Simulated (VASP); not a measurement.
# TiC (Fm-3m) in VASP: a series of runs

Runs on TiC. Level: PBE. Tasks: single point.

All numbers are computed with VASP 6.6.1; they aren't measurements. Logs are shortened: lines on timing, memory, paths and dates and some standing lists are left out, and cuts for length are marked.

## Step 1: The cell of the first run

The structure is cubic, space group Fm-3m (No. 225). Conventional cell: a = 4.333 Å, b = 4.333 Å, c = 4.333 Å, α = 90.00°, β = 90.00°, γ = 90.00°. Ti (site symmetry m-3m) has 6 C at 2.17 Å within 2.9 Å. Within 2.9 Å of C (site symmetry m-3m) lie 6 Ti at 2.17 Å.

## Step 2: Single point, PBE

Input file INCAR:

```
SYSTEM = TiC
ALGO     = Normal         ! electronic algorithm
EDIFF    = 1E-7           ! SCF threshold, eV
ENCUT    = 520            ! plane-wave cutoff, eV
GGA      = PE             ! functional
ISIF     = 2              ! what is computed and relaxed
ISMEAR   = 0              ! smearing method
LASPH    = .TRUE.         ! aspherical terms in the spheres
LCHARG   = .FALSE.        ! write CHGCAR
LREAL    = .FALSE.        ! projectors in reciprocal space
LWAVE    = .FALSE.        ! write WAVECAR
NBANDS   = 15             ! bands
NELM     = 60             ! most SCF steps
PREC     = Accurate       ! precision mode
SIGMA    = 0.15           ! smearing width, eV
```

Input file KPOINTS:

```
k-points
0
G
  14 14 14
  0 0 0
```

Input file POSCAR:

```
TiC
1.0
    0.0000000000      2.1664615256      2.1664615256
    2.1664615256      0.0000000000      2.1664615256
    2.1664615256      2.1664615256      0.0000000000
Ti C
1 1
Direct
    0.0000000000      0.0000000000      0.0000000000
    0.5000000000      0.5000000000      0.5000000000
```

Potentials or basis: VASP PAW PBE potentials, release 64 (Ti_sv, C).

Command:

```
cat potpaw_PBE.64/Ti_sv/POTCAR potpaw_PBE.64/C/POTCAR > POTCAR
mpirun -np 1 vasp_std > vasp.out
```

OUTCAR:

```text
SYSTEM = TiC
   EDIFF = 1E-7
   ENCUT = 520
   GGA = PE
   ISIF = 2
   ISMEAR = 0
   LASPH = .TRUE.
   LREAL = .FALSE.
   NELM = 60
   PREC = Accurate

 ion  position               nearest neighbor table
   1  0.000  0.000  0.000-   2 2.17   2 2.17   2 2.17   2 2.17   2 2.17   2 2.17
   2  0.500  0.500  0.500-   1 2.17   1 2.17   1 2.17   1 2.17   1 2.17   1 2.17

  LATTYP: Found a face centered cubic cell.
 ALAT       =     4.3329230512

  Lattice vectors:

 A1 = (   0.0000000000,   2.1664615256,   2.1664615256)
 A2 = (   2.1664615256,   0.0000000000,   2.1664615256)
 A3 = (   2.1664615256,   2.1664615256,   0.0000000000)

Analysis of symmetry for initial positions (statically):
=====================================================================
 Subroutine PRICEL returns:
 Original cell was already a primitive cell.

 Routine SETGRP: Setting up the symmetry group for a
 face centered cubic supercell.

 Subroutine GETGRP returns: Found 48 space group operations
 (whereof 48 operations were pure point group operations)
 out of a pool of 48 trial point group operations.

The static configuration has the point symmetry O_h .

Analysis of symmetry for dynamics (positions and initial velocities):
=====================================================================
 Subroutine PRICEL returns:
 Original cell was already a primitive cell.

 Routine SETGRP: Setting up the symmetry group for a
 face centered cubic supercell.

 Subroutine GETGRP returns: Found 48 space group operations
 (whereof 48 operations were pure point group operations)
 out of a pool of 48 trial point group operations.

The dynamic configuration has the point symmetry O_h .

 Subroutine INISYM returns: Found 48 space group operations
 (whereof 48 operations are pure point group operations),
 and found     1 'primitive' translations

----------------------------------------------------------------------------------------

                                     Primitive cell

  volume of cell :      20.3368

  direct lattice vectors                    reciprocal lattice vectors
     0.000000000  2.166461526  2.166461526    -0.230791082  0.230791082  0.230791082
     2.166461526  0.000000000  2.166461526     0.230791082 -0.230791082  0.230791082
     2.166461526  2.166461526  0.000000000     0.230791082  0.230791082 -0.230791082

  length of vectors
     3.063839272  3.063839272  3.063839272     0.399741880  0.399741880  0.399741880

  position of ions in fractional coordinates (direct lattice)
     0.000000000  0.000000000  0.000000000
     0.500000000  0.500000000  0.500000000

  ion indices of the primitive-cell ions
   primitive index   ion index
                 1           1
                 2           2

----------------------------------------------------------------------------------------

 KPOINTS: k-points

Automatic generation of k-mesh.
 Grid dimensions read from file:
 generate k-points for:   14   14   14

 Generating k-lattice:

  Cartesian coordinates                     Fractional coordinates (reciprocal lattice)
    -0.016485077  0.016485077  0.016485077     0.071428571  0.000000000  0.000000000
     0.016485077 -0.016485077  0.016485077     0.000000000  0.071428571  0.000000000
     0.016485077  0.016485077 -0.016485077     0.000000000  0.000000000  0.071428571

  Length of vectors
     0.028552991  0.028552991  0.028552991

  Shift w.r.t. Gamma in fractional coordinates (k-lattice)
     0.000000000  0.000000000  0.000000000

 Subroutine IBZKPT returns following result:
 ===========================================

 Found    104 irreducible k-points:

 Following reciprocal coordinates:
            Coordinates               Weight
  0.000000  0.000000  0.000000      1.000000
  0.071429  0.000000  0.000000      8.000000
  0.142857  0.000000  0.000000      8.000000
  0.214286  0.000000  0.000000      8.000000
  0.285714  0.000000  0.000000      8.000000
  0.357143  0.000000  0.000000      8.000000
[... 16 lines left out ...]
  0.214286  0.142857  0.000000     24.000000
  0.285714  0.142857  0.000000     24.000000
 [... further k-points ...]
   k-points           NKPTS =    104   k-points in BZ     NKDIM =    104   number of bands    NBANDS=     15
   number of dos      NEDOS =    301   number of ions     NIONS =      2
   total plane-waves  NPLWV =  13824
   dimension x,y,z NGX =    24 NGY =   24 NGZ =   24
   dimension x,y,z NGXF=    48 NGYF=   48 NGZF=   48
   ions per type =               1   1
   NGX,Y,Z   is equivalent  to a cutoff of  13.02, 13.02, 13.02 a.u.
   NGXF,Y,Z  is equivalent  to a cutoff of  26.05, 26.05, 26.05 a.u.
 SYSTEM =  TiC
   PREC   = accura    normal or accurate (medium, high low for compatibility)
   ISTART =      0    job   : 0-new  1-cont  2-samecut
   ICHARG =      2    charge: 1-file 2-atom 10-const
   ISPIN  =      1    spin polarized calculation?
   LNONCOLLINEAR =      F non collinear calculations
   LSORBIT =      F    spin-orbit coupling
   LASPH  =      T    aspherical Exc in radial PAW
   ENCUT  =  520.0 eV  38.22 Ry    6.18 a.u.   5.70  5.70  5.70*2*pi/ulx,y,z
   NELM   =     60;   NELMIN=  2; NELMDL= -5     # of ELM steps
   EDIFF  = 0.1E-06   stopping-criterion for ELM
   LREAL  =      F    real-space projection
   EDIFFG = 0.1E-05   stopping-criterion for IOM
   NSW    =      0    number of steps for IOM
   IBRION =     -1    ionic relax: 0-MD 1-quasi-New 2-CG
   NFREE  =      0    steps in history (QN), initial steepest desc. (CG)
   ISIF   =      2    stress and relaxation
   ISYM   =      2    0-nonsym 1-usesym 2-fastsym
   POTIM  = 0.5000    time-step for ionic-motion
   TEBEG  =    0.0;   TEEND  =   0.0 temperature during run
   PSTRESS=    0.0 pullay stress
   NELECT =      16.0000    total number of electrons
   NUPDOWN=      -1.0000    fix difference up-down
   EMIN   =  10.00;   EMAX   =-10.00  energy-range for DOS
   EFERMI =   0.00;   METHOD = LEGACY
   ISMEAR =     0;   SIGMA  =   0.15  broadening in eV -4-tet -1-fermi 0-gaus
   EFERMI_NEDOS =   21; number of points for ismear=-14 and -15
   IALGO  =     38    algorithm
   IMIX   =      4    mixing-type and parameters
     AMIX     =   0.40;   BMIX     =  1.00
     AMIX_MAG =   1.60;   BMIX_MAG =  1.00
  volume/ion in A,a.u.               =      10.17        68.62
  Fermi-wavevector in a.u.,A,eV,Ry     =   1.511311  2.855964 31.076536  2.284061
  Thomas-Fermi vector in A             =   2.621385
   LORBIT       =      0    0 simple, 1 ext, 2 COOP (PROOUT), +10 PAW based schemes
   GGA     = PE    functional components
   LHFCALC =     F    Hartree Fock is set to
   AEXX    =    0.0000 exact exchange contribution
   IVDW    =     0    specifies the selected vdW correction
   LEPSILON=     F    determine dielectric tensor
   LRPA    =     F    only Hartree local field effects (RPA)
 non-spin polarized calculation
 Gauss-broadening in eV      SIGMA  =   0.15
  energy-cutoff  :      520.00
  volume of cell :       20.34
 maximum number of plane-waves:       568
   NGX = 11   NGY = 11   NGZ = 11

 number of electron      16.0000000 magnetization

 Free energy of the ion-electron system (eV)
  ---------------------------------------------------
  ext. energy  EPLUGINS =         0.00000000
  ---------------------------------------------------
  free energy    TOTEN  =       -18.71083604 eV

  energy without entropy =      -18.70732777  energy(sigma->0) =      -18.70908190

 E-fermi :   9.3927     XC(G=0): -12.6924

 val. band max:        9.3643381982   @ k =   0.5000   0.5000   0.0000
 cond. band min:       9.4045759051   @ k =   0.3571   0.2857   0.0000
 fundamental gap:      0.0402377069
 Fermi energy:         9.3927461110

 k-point     1 :       0.0000    0.0000    0.0000
  band No.  band energies     occupation
      1     -47.1916      2.00000
      2     -23.2163      2.00000
      3     -23.2163      2.00000
      4     -23.2163      2.00000
      5      -2.9914      2.00000
      6      10.0935      0.00000
      7      10.0935      0.00000
      8      10.0935      0.00000
      9      11.0768      0.00000
     10      11.0768      0.00000
     11      11.0768      0.00000
     12      11.1109      0.00000
     13      11.1109      0.00000
     14      19.8678      0.00000
     15      23.4283      0.00000

 k-point     2 :       0.0714    0.0000    0.0000
  band No.  band energies     occupation
      1     -47.1880      2.00000
      2     -23.2416      2.00000
      3     -23.2186      2.00000
      4     -23.2186      2.00000
      5      -2.8762      2.00000
      6       9.5402      0.16445
      7       9.7915      0.00017
      8       9.7915      0.00017
      9      10.4093      0.00000
     10      10.4093      0.00000
     11      11.3647      0.00000
     12      12.2480      0.00000
     13      12.2480      0.00000
     14      20.0749      0.00000
     15      23.4710      0.00000

 k-point     3 :       0.1429    0.0000    0.0000
  band No.  band energies     occupation
      1     -47.1781      2.00000
      2     -23.3122      2.00000
      3     -23.2253      2.00000
      4     -23.2253      2.00000
      5      -2.5400      2.00000
      6       8.4891      2.00000
      7       8.8913      2.00000
      8       8.8913      2.00000
      9      10.5766      0.00000
     10      10.5766      0.00000
     11      11.7280      0.00000
     12      13.4638      0.00000
     13      13.4638      0.00000
     14      20.5359      0.00000
     15      23.4706      0.00000
[... 343 lines left out ...]
 k-point    23 :       0.2143    0.1429    0.0000
  band No.  band energies     occupation
      1     -47.1627      2.00000
      2     -23.3692      2.00000
      3     -23.2628      2.00000
      4     -23.2573      2.00000
      5      -2.0585      2.00000
      6       6.9759      2.00000
      7       8.6005      2.00000
      8       8.9128      1.99999
      9       9.8096      0.00008
     10      11.3825      0.00000
     11      12.6048      0.00000
     12      13.0123      0.00000
     13      14.8944      0.00000
     14      21.4656      0.00000
     15      23.6497      0.00000

 k-point    24 :       0.2857    0.1429    0.0000
  band No.  band energies     occupation
      1     -47.1486      2.00000
      2     -23.4592      2.00000
      3     -23.2764      2.00000
      4     -23.2681      2.00000
      5      -1.5451      2.00000
      6       6.2412      2.00000
      7       7.7618      2.00000
      8       8.2950      2.00000
      9      10.2223      0.00000
     10      11.6901      0.00000
     11      12.7980      0.00000
     12      13.9094      0.00000
     13      15.7490      0.00000
     14      21.5085      0.00000
     15      23.6599      0.00000

 [... further k-points ...]

------------------------ aborting loop because EDIFF is reached ----------------------------------------

  FORCE on cell =-STRESS in cart. coord.  units (eV):
  Direction    XX          YY          ZZ          XY          YZ          ZX
  --------------------------------------------------------------------------------------
  -------------------------------------------------------------------------------------
  Total        0.0272825      0.0272825      0.0272825      0.0000000     -0.0000000      0.0000000
  in kB        2.1493747      2.1493747      2.1493747      0.0000000     -0.0000000      0.0000000
  external PRESSURE =       2.1493747 kB  Pullay stress =       0.0000000 kB

 VOLUME and BASIS-vectors are now :
 -----------------------------------------------------------------------------
  energy-cutoff  :      520.00
  volume of cell :       20.34
      direct lattice vectors                 reciprocal lattice vectors
     0.000000000  2.166461526  2.166461526    -0.230791082  0.230791082  0.230791082
     2.166461526  0.000000000  2.166461526     0.230791082 -0.230791082  0.230791082
     2.166461526  2.166461526  0.000000000     0.230791082  0.230791082 -0.230791082

 POSITION                                       TOTAL-FORCE (eV/Angst)
 -----------------------------------------------------------------------------------
      0.00000      0.00000      0.00000        -0.000000     -0.000000     -0.000000
      2.16646      2.16646      2.16646         0.000000      0.000000      0.000000
 -----------------------------------------------------------------------------------
    total drift:                                0.000000     -0.000000     -0.000000

  FREE ENERGIE OF THE ION-ELECTRON SYSTEM (eV)
  ---------------------------------------------------
  free  energy   TOTEN  =       -18.7108360415 eV

  energy  without entropy=      -18.7073277652  energy(sigma->0) =      -18.70908190
```

It took 12 s on 1 thread of Intel Xeon 6975P-C (Granite Rapids), shared host; peak memory 0.15 GiB.

Results:

```
Free energy            : -18.7108 eV
Pressure               : 0.2 GPa
Band gap on the k mesh : zero (band 8 reaches 10.09 eV, above the bottom of band 9 at 9.00 eV)
```

Levels at points of the mesh, in eV from the Fermi level:
| k point | band 4 | band 5 | band 6 | band 7 | band 8 | band 9 | band 10 | band 11 | band 12 | band 13 |
| --- | --- | --- | --- | --- | --- | --- | --- | --- | --- | --- |
| (0.00, 0.00, 0.00) | -32.61 | -12.38 | 0.70 | 0.70 | 0.70 | 1.68 | 1.68 | 1.68 | 1.72 | 1.72 |
| (0.50, 0.00, 0.00) | -32.66 | -8.91 | -5.82 | -2.88 | -2.88 | 2.92 | 2.92 | 4.10 | 8.15 | 8.15 |
| (0.50, 0.50, 0.00) | -32.78 | -10.10 | -3.42 | -1.60 | -0.03 | -0.03 | 2.71 | 3.52 | 3.52 | 5.79 |

## Step 3: Single point, PBE

Input file INCAR:

```
SYSTEM = TiC
PREC = Accurate
ENCUT = 520
EDIFF = 1E-7
ISMEAR = 0
SIGMA = 0.1
LREAL = .FALSE.
LASPH = .TRUE.
NELM = 100
ALGO = Normal
ISIF = 2
LWAVE = .FALSE.
LCHARG = .FALSE.
GGA = PE
NBANDS = 15
```

Input file KPOINTS:

```
regular mesh
0
G
  16 16 16
  0 0 0
```

POSCAR is that of step 2.

Potentials or basis: VASP PAW PBE potentials, release 64 (Ti_sv, C).

Command:

```
cat potpaw_PBE.64/Ti_sv/POTCAR potpaw_PBE.64/C/POTCAR > POTCAR
mpirun -np 1 vasp_std > vasp.out
```

Wall time 17 s (1 thread of Intel Xeon 6975P-C (Granite Rapids), shared host); peak memory 0.16 GiB.

The run converged. Its results:

- Free energy: -18.7095 eV
- Pressure: 0.2 GPa
- Band gap on the k mesh: zero (band 8 reaches 10.09 eV, above the bottom of band 9 at 9.00 eV)

Levels at points of the mesh, in eV from the Fermi level:
```csv
k point,band 4,band 5,band 6,band 7,band 8,band 9,band 10,band 11,band 12,band 13
"(0.00, 0.00, 0.00)",-32.61,-12.39,0.70,0.70,0.70,1.68,1.68,1.68,1.72,1.72
"(0.50, 0.00, 0.00)",-32.66,-8.91,-5.83,-2.88,-2.88,2.92,2.92,4.10,8.15,8.15
"(0.50, 0.50, 0.00)",-32.78,-10.10,-3.42,-1.61,-0.03,-0.03,2.71,3.52,3.52,5.79
```

## Step 4: Single point, PBE

This run uses another cell than the first one: it holds 4 atoms, not 2.

Input file INCAR:

```
SYSTEM = TiC
PREC = Accurate ; ENCUT = 520
EDIFF = 1E-7 ; ISMEAR = 0
SIGMA = 0.15 ; LREAL = .False.
LASPH = .True. ; NELM = 100
ALGO = Normal ; ISIF = 2
LWAVE = .False. ; LCHARG = .True.
GGA = PE ; LELF = .True.
LVHAR = .True. ; NBANDS = 24
```

Input file KPOINTS:

```
Automatic mesh
0
Gamma
  12 12 8
  0 0 0
```

Input file POSCAR:

```
TiC
1.0
    0.0000000000     -2.1664615256     -2.1664615256
    0.0000000000      2.1664615256     -2.1664615256
    4.3329230512      0.0000000000      0.0000000000
Ti C
2 2
Direct
    0.5000000000      0.5000000000      0.5000000000
    1.0000000000      1.0000000000      0.0000000000
    0.5000000000      0.5000000000      0.0000000000
    0.0000000000      0.0000000000      0.5000000000
```

Command:

```
cat potpaw_PBE.64/Ti_sv/POTCAR potpaw_PBE.64/C/POTCAR > POTCAR
mpirun -np 1 vasp_std > vasp.out
```

It took 52 s on 1 thread of Intel Xeon 6975P-C (Granite Rapids), shared host; peak memory 0.23 GiB.

It converged, with:

| Property | Result |
| --- | --- |
| Free energy | -37.4228 eV |
| Pressure | 0.2 GPa |
| Band gap on the k mesh | zero (band 16 reaches 10.09 eV, above the bottom of band 17 at 9.00 eV) |

Levels at points of the mesh, in eV from the Fermi level:
| k point | band 12 | band 13 | band 14 | band 15 | band 16 | band 17 | band 18 | band 19 | band 20 | band 21 |
| --- | --- | --- | --- | --- | --- | --- | --- | --- | --- | --- |
| (0.00, 0.00, 0.00) | -1.63 | -0.06 | -0.06 | 0.67 | 0.67 | 0.67 | 1.65 | 1.65 | 1.66 | 1.69 |
| (0.50, 0.00, 0.00) | -4.40 | -2.72 | -2.72 | -2.58 | -2.58 | 2.13 | 2.13 | 3.12 | 3.12 | 3.94 |
| (0.50, 0.50, 0.00) | -3.45 | -1.63 | -1.63 | -0.06 | -0.06 | -0.06 | -0.06 | 2.68 | 2.68 | 3.49 |
| (0.00, 0.00, 0.50) | -3.43 | -0.61 | -0.61 | -0.42 | -0.42 | -0.42 | -0.42 | 2.16 | 2.16 | 3.74 |
| (0.50, 0.00, 0.50) | -5.85 | -2.91 | -2.91 | -2.91 | -2.91 | 2.89 | 2.89 | 2.89 | 2.89 | 4.07 |
| (0.50, 0.50, 0.50) | -3.16 | -3.16 | -3.16 | -2.72 | -2.72 | 2.77 | 2.77 | 2.77 | 2.77 | 3.49 |

## Step 5: Overview

```csv
cell,k mesh,smearing,gap on the mesh (eV),pressure (GPa)
"a = 3.064 Å, angles 60.0°, 2 atoms",14 × 14 × 14,gaussian 0.15 eV,none,0.2
"a = 3.064 Å, angles 60.0°, 2 atoms",16 × 16 × 16,gaussian 0.1 eV,none,0.2
"a = 3.064, b = 3.064, c = 4.333 Å, 4 atoms",12 × 12 × 8,gaussian 0.15 eV,none,0.2
```

Alike in all rows: task single point; level PBE; potentials or basis VASP PAW PBE potentials, release 64 (Ti_sv, C); no spin polarisation; cutoff (eV) 520.

Absolute energies hang on the potentials; compare differences alone.
